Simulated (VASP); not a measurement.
# PbO2 (P4_2/mnm) in VASP: notebook

The runs below take PbO2 through electric field gradients, with PBE, PBEsol, r2SCAN.

All numbers are computed with VASP 6.6.1; they aren't measurements. Logs are shortened: lines on timing, memory, paths and dates and some standing lists are left out, and cuts for length are marked.

## 1. The cell of the first run

It takes space group P4_2/mnm (No. 136, tetragonal). Conventional cell: a = 4.958 Å, b = 4.958 Å, c = 3.388 Å, α = 90.00°, β = 90.00°, γ = 90.00°. Within 2.8 Å of Pb (site symmetry mmm) lie 6 O at 2.15 to 2.17 Å. Within 2.8 Å of O (site symmetry m2m) lie 3 Pb at 2.15 to 2.17 Å and 1 O at 2.71 Å.

## 2. Electric field gradients, PBE

INCAR

```
PREC = Accurate ; ENCUT = 520
EDIFF = 1E-8 ; ISMEAR = -1
SIGMA = 0.02 ; LREAL = F
LASPH = T ; NELM = 80
ALGO = Normal ; ISIF = 2
LWAVE = F ; LCHARG = F
GGA = PE ; LEFG = T
NBANDS = 35
```

KPOINTS

```
regular mesh
0
Gamma
  5 5 7
```

POSCAR

```
PbO2
1.0
    4.9578000000      0.0000000000      0.0000000000
    0.0000000000      4.9578000000      0.0000000000
    0.0000000000      0.0000000000      3.3878000000
Pb O
2 4
Direct
    0.0000000000      0.0000000000      0.0000000000
    0.5000000000      0.5000000000      0.5000000000
    0.3067000000      0.3067000000      0.0000000000
    0.1933000000      0.8067000000      0.5000000000
    0.6933000000      0.6933000000      0.0000000000
    0.8067000000      0.1933000000      0.5000000000
```

Potentials or basis: VASP PAW PBE potentials, release 64 (Pb_d, O).

Run with:

```sh
> cat potpaw_PBE.64/Pb_d/POTCAR potpaw_PBE.64/O/POTCAR > POTCAR
> mpirun -np 1 vasp_std > vasp.out
```

OUTCAR:

```text
PREC = Accurate
   ENCUT = 520
   EDIFF = 1E-8
   ISMEAR = -1
   LREAL = F
   LASPH = T
   NELM = 80
   ISIF = 2
   GGA = PE

 ion  position               nearest neighbor table
   1  0.000  0.000  0.000-   3 2.15   5 2.15   4 2.17   6 2.17   4 2.17   6 2.17   2 3.89   2 3.89
                             2 3.89   2 3.89   2 3.89   2 3.89   2 3.89   2 3.89
   2  0.500  0.500  0.500-   4 2.15   6 2.15   5 2.17   3 2.17   3 2.17   5 2.17   1 3.89   1 3.89
                             1 3.89   1 3.89   1 3.89   1 3.89   1 3.89   1 3.89
   3  0.307  0.307  0.000-   1 2.15   2 2.17   2 2.17
   4  0.193  0.807  0.500-   2 2.15   1 2.17   1 2.17
   5  0.693  0.693  0.000-   1 2.15   2 2.17   2 2.17
   6  0.807  0.193  0.500-   2 2.15   1 2.17   1 2.17

  LATTYP: Found a simple tetragonal cell.
 ALAT       =     4.9578000000
 C/A-ratio  =     0.6833272823

  Lattice vectors:

 A1 = (   4.9578000000,   0.0000000000,   0.0000000000)
 A2 = (   0.0000000000,   4.9578000000,   0.0000000000)
 A3 = (   0.0000000000,   0.0000000000,   3.3878000000)

Analysis of symmetry for initial positions (statically):
=====================================================================
 Subroutine PRICEL returns:
 Original cell was already a primitive cell.

 Routine SETGRP: Setting up the symmetry group for a
 simple tetragonal supercell.

 Subroutine GETGRP returns: Found 16 space group operations
 (whereof  8 operations were pure point group operations)
 out of a pool of 16 trial point group operations.

The static configuration has the point symmetry D_2h.
 The point group associated with its full space group is D_4h.

Analysis of symmetry for dynamics (positions and initial velocities):
=====================================================================
 Subroutine PRICEL returns:
 Original cell was already a primitive cell.

 Routine SETGRP: Setting up the symmetry group for a
 simple tetragonal supercell.

 Subroutine GETGRP returns: Found 16 space group operations
 (whereof  8 operations were pure point group operations)
 out of a pool of 16 trial point group operations.

The dynamic configuration has the point symmetry D_2h.
 The point group associated with its full space group is D_4h.

 Subroutine INISYM returns: Found 16 space group operations
 (whereof  8 operations are pure point group operations),
 and found     1 'primitive' translations

----------------------------------------------------------------------------------------

                                     Primitive cell

  volume of cell :      83.2714

  direct lattice vectors                    reciprocal lattice vectors
     4.957800000  0.000000000  0.000000000     0.201702368  0.000000000  0.000000000
     0.000000000  4.957800000  0.000000000     0.000000000  0.201702368  0.000000000
     0.000000000  0.000000000  3.387800000     0.000000000  0.000000000  0.295176811

  length of vectors
     4.957800000  4.957800000  3.387800000     0.201702368  0.201702368  0.295176811

  position of ions in fractional coordinates (direct lattice)
     0.000000000  0.000000000  0.000000000
     0.500000000  0.500000000  0.500000000
     0.306700000  0.306700000  0.000000000
     0.193300000  0.806700000  0.500000000
     0.693300000  0.693300000  0.000000000
     0.806700000  0.193300000  0.500000000

  ion indices of the primitive-cell ions
   primitive index   ion index
                 1           1
                 2           2
                 3           3
                 4           4
                 5           5
                 6           6

----------------------------------------------------------------------------------------

 KPOINTS: regular mesh

Automatic generation of k-mesh.
 Grid dimensions read from file:
 generate k-points for:    5    5    7

 Generating k-lattice:

  Cartesian coordinates                     Fractional coordinates (reciprocal lattice)
     0.040340474  0.000000000  0.000000000     0.200000000  0.000000000  0.000000000
     0.000000000  0.040340474  0.000000000     0.000000000  0.200000000  0.000000000
     0.000000000  0.000000000  0.042168116     0.000000000  0.000000000  0.142857143

  Length of vectors
     0.040340474  0.040340474  0.042168116

  Shift w.r.t. Gamma in fractional coordinates (k-lattice)
     0.000000000  0.000000000  0.000000000

 Subroutine IBZKPT returns following result:
 ===========================================

 Found     24 irreducible k-points:

 Following reciprocal coordinates:
            Coordinates               Weight
  0.000000  0.000000  0.000000      1.000000
  0.200000  0.000000  0.000000      4.000000
  0.400000  0.000000  0.000000      4.000000
  0.200000  0.200000  0.000000      4.000000
  0.400000  0.200000  0.000000      8.000000
  0.400000  0.400000  0.000000      4.000000
[... 16 lines left out ...]
  0.400000  0.200000  0.428571     16.000000
  0.400000  0.400000  0.428571      8.000000
   k-points           NKPTS =     24   k-points in BZ     NKDIM =     24   number of bands    NBANDS=     35
   number of dos      NEDOS =    301   number of ions     NIONS =      6
   total plane-waves  NPLWV =  44800
   dimension x,y,z NGX =    40 NGY =   40 NGZ =   28
   dimension x,y,z NGXF=    80 NGYF=   80 NGZF=   56
   ions per type =               2   4
   NGX,Y,Z   is equivalent  to a cutoff of  13.41, 13.41, 13.74 a.u.
   NGXF,Y,Z  is equivalent  to a cutoff of  26.83, 26.83, 27.48 a.u.
 SYSTEM =  unknown system
   PREC   = accura    normal or accurate (medium, high low for compatibility)
   ISTART =      0    job   : 0-new  1-cont  2-samecut
   ICHARG =      2    charge: 1-file 2-atom 10-const
   ISPIN  =      1    spin polarized calculation?
   LNONCOLLINEAR =      F non collinear calculations
   LSORBIT =      F    spin-orbit coupling
   LASPH  =      T    aspherical Exc in radial PAW
   ENCUT  =  520.0 eV  38.22 Ry    6.18 a.u.   9.22  9.22  6.30*2*pi/ulx,y,z
   NELM   =     80;   NELMIN=  2; NELMDL= -5     # of ELM steps
   EDIFF  = 0.1E-07   stopping-criterion for ELM
   LREAL  =      F    real-space projection
   EDIFFG = 0.1E-06   stopping-criterion for IOM
   NSW    =      0    number of steps for IOM
   IBRION =     -1    ionic relax: 0-MD 1-quasi-New 2-CG
   NFREE  =      0    steps in history (QN), initial steepest desc. (CG)
   ISIF   =      2    stress and relaxation
   ISYM   =      2    0-nonsym 1-usesym 2-fastsym
   POTIM  = 0.5000    time-step for ionic-motion
   TEBEG  =    0.0;   TEEND  =   0.0 temperature during run
   PSTRESS=    0.0 pullay stress
   NELECT =      52.0000    total number of electrons
   NUPDOWN=      -1.0000    fix difference up-down
   EMIN   =  10.00;   EMAX   =-10.00  energy-range for DOS
   EFERMI =   0.00;   METHOD = LEGACY
   ISMEAR =    -1;   SIGMA  =   0.02  broadening in eV -4-tet -1-fermi 0-gaus
   EFERMI_NEDOS =   21; number of points for ismear=-14 and -15
   IALGO  =     38    algorithm
   IMIX   =      4    mixing-type and parameters
     AMIX     =   0.40;   BMIX     =  1.00
     AMIX_MAG =   1.60;   BMIX_MAG =  1.00
  volume/ion in A,a.u.               =      13.88        93.66
  Fermi-wavevector in a.u.,A,eV,Ry     =   1.399300  2.644293 26.640740  1.958039
  Thomas-Fermi vector in A             =   2.522373
   LORBIT       =      0    0 simple, 1 ext, 2 COOP (PROOUT), +10 PAW based schemes
   GGA     = PE    functional components
   LHFCALC =     F    Hartree Fock is set to
   AEXX    =    0.0000 exact exchange contribution
   IVDW    =     0    specifies the selected vdW correction
   LEPSILON=     F    determine dielectric tensor
   LRPA    =     F    only Hartree local field effects (RPA)
 non-spin polarized calculation
  energy-cutoff  :      520.00
  volume of cell :       83.27
 maximum number of plane-waves:      2256
 NGX is ok and might be reduce to    40
   NGX = 19   NGY = 19   NGZ = 13

 number of electron      52.0000015 magnetization

 Free energy of the ion-electron system (eV)
  ---------------------------------------------------
  ext. energy  EPLUGINS =         0.00000000
  ---------------------------------------------------
  free energy    TOTEN  =       -31.71224953 eV

  energy without entropy =      -31.71211677  energy(sigma->0) =      -31.71218315

 E-fermi :   4.4464     XC(G=0): -10.7183

 val. band max:        4.3662295404   @ k =   0.0000   0.0000   0.1429
 cond. band min:       4.5010193429   @ k =   0.0000   0.0000   0.0000
 fundamental gap:      0.1347898025
 Fermi energy:         4.4464351946

 k-point     1 :       0.0000    0.0000    0.0000
  band No.  band energies     occupation
      1     -13.9517      2.00000
      2     -13.8271      2.00000
      3     -12.1437      2.00000
      4     -12.1437      2.00000
      5     -11.1419      2.00000
      6     -10.9225      2.00000
[... 27 lines left out ...]
     34      15.6999      0.00000
     35      16.4230      0.00000

 k-point     2 :       0.2000    0.0000    0.0000
  band No.  band energies     occupation
      1     -13.8452      2.00000
      2     -13.7589      2.00000
      3     -12.4805      2.00000
      4     -12.3653      2.00000
      5     -10.8752      2.00000
      6     -10.8749      2.00000
[... 27 lines left out ...]
     34      16.1425      0.00000
     35      16.4256      0.00000
[... 796 lines left out ...]
     34      15.5121      0.00000
     35      16.7171      0.00000

 k-point    24 :       0.4000    0.4000    0.4286
  band No.  band energies     occupation
      1     -13.5376      2.00000
      2     -13.3734      2.00000
      3     -13.1300      2.00000
      4     -12.8848      2.00000
      5     -10.6992      2.00000
      6     -10.6888      2.00000
[... 27 lines left out ...]
     34      14.8820      0.00000
     35      17.3196      0.00000

------------------------ aborting loop because EDIFF is reached ----------------------------------------

  FORCE on cell =-STRESS in cart. coord.  units (eV):
  Direction    XX          YY          ZZ          XY          YZ          ZX
  --------------------------------------------------------------------------------------
  -------------------------------------------------------------------------------------
  Total        4.4045599      4.4045599      5.4673101      0.0000000      0.0000000      0.0000000
  in kB       84.7456343     84.7456343    105.1934071      0.0000000      0.0000000      0.0000000
  external PRESSURE =      91.5615586 kB  Pullay stress =       0.0000000 kB

 VOLUME and BASIS-vectors are now :
 -----------------------------------------------------------------------------
  energy-cutoff  :      520.00
  volume of cell :       83.27
      direct lattice vectors                 reciprocal lattice vectors
     4.957800000  0.000000000  0.000000000     0.201702368  0.000000000  0.000000000
     0.000000000  4.957800000  0.000000000     0.000000000  0.201702368  0.000000000
     0.000000000  0.000000000  3.387800000     0.000000000  0.000000000  0.295176811

 POSITION                                       TOTAL-FORCE (eV/Angst)
 -----------------------------------------------------------------------------------
      0.00000      0.00000      0.00000        -0.000000     -0.000000      0.000000
      2.47890      2.47890      1.69390        -0.000000     -0.000000      0.000000
      1.52056      1.52056      0.00000        -0.007447     -0.007447     -0.000000
      0.95834      3.99946      1.69390         0.007447     -0.007447     -0.000000
      3.43724      3.43724      0.00000         0.007447      0.007447      0.000000
      3.99946      0.95834      1.69390        -0.007447      0.007447      0.000000
 -----------------------------------------------------------------------------------
    total drift:                                0.000000     -0.000000     -0.000000

  FREE ENERGIE OF THE ION-ELECTRON SYSTEM (eV)
  ---------------------------------------------------
  free  energy   TOTEN  =       -31.7122495343 eV

  energy  without entropy=      -31.7121167667  energy(sigma->0) =      -31.71218315

 Electric field gradients (V/A^2)
---------------------------------------------------------------------
 ion       V_xx      V_yy      V_zz      V_xy      V_xz      V_yz
---------------------------------------------------------------------
   1      54.246    54.246  -108.493   -81.150     0.000     0.000
   2      54.246    54.246  -108.493    81.150     0.000    -0.000
   3     -25.652   -25.652    51.304   102.413    -0.000     0.000
   4     -25.652   -25.652    51.304  -102.413     0.000     0.000
   5     -25.652   -25.652    51.304   102.413     0.000     0.000
   6     -25.652   -25.652    51.304  -102.413     0.000     0.000
---------------------------------------------------------------------

 Electric field gradients after diagonalization (V/A^2)
 (convention: |V_zz| > |V_xx| > |V_yy|)
----------------------------------------------------------------------
 ion       V_xx      V_yy      V_zz     asymmetry (V_yy - V_xx)/ V_zz
----------------------------------------------------------------------
   1    -108.493   -26.904   135.397       0.603
   2    -108.493   -26.904   135.397       0.603
   3      76.761    51.304  -128.065       0.199
   4      76.761    51.304  -128.065       0.199
   5      76.761    51.304  -128.065       0.199
   6      76.761    51.304  -128.065       0.199
----------------------------------------------------------------------

           NMR quadrupolar parameters

 Cq : quadrupolar parameter    Cq=e*Q*V_zz/h
 eta: asymmetry parameters     (V_yy - V_xx)/ V_zz
 Q  : nuclear electric quadrupole moment in mb (millibarn)
----------------------------------------------------------------------
 ion       Cq(MHz)       eta       Q (mb)
----------------------------------------------------------------------
   1       0.327       0.603       1.000
   2       0.327       0.603       1.000
   3      -0.310       0.199       1.000
   4      -0.310       0.199       1.000
   5      -0.310       0.199       1.000
   6      -0.310       0.199       1.000
----------------------------------------------------------------------
```

Wall time 48 s (1 thread of Intel Xeon Platinum 8559C (Emerald Rapids), shared host); peak memory 0.22 GiB.

What came out:

```yaml
Free_energy: -31.7122 eV
Pressure: 9.2 GPa
Largest_force: 0.011 eV/Å
Band_gap_on_the_k_mesh: 0.13 eV, indirect (least direct gap 0.42 eV)
```

Forces in eV/Å, atoms in the order of the input:
```
Pb   0.000  0.000  0.000
Pb   0.000  0.000  0.000
O   -0.007 -0.007  0.000
O    0.007 -0.007  0.000
O    0.007  0.007  0.000
O   -0.007  0.007  0.000
```

Electric field gradients, principal values (V/Å²):
| atom | least | middle | greatest (by size) |
| --- | --- | --- | --- |
| 1 Pb | -26.904 | -108.493 | 135.397 |
| 2 Pb | -26.904 | -108.493 | 135.397 |
| 3 O | 51.304 | 76.761 | -128.065 |
| 4 O | 51.304 | 76.761 | -128.065 |
| 5 O | 51.304 | 76.761 | -128.065 |
| 6 O | 51.304 | 76.761 | -128.065 |

Caveat: without QUAD_EFG the Cq values of the log hold for a quadrupole moment of 1 mb, not for the nuclei; spin-orbit coupling is left out, which moves the levels of the heavy elements.

(Continued in part 2 of 2.)
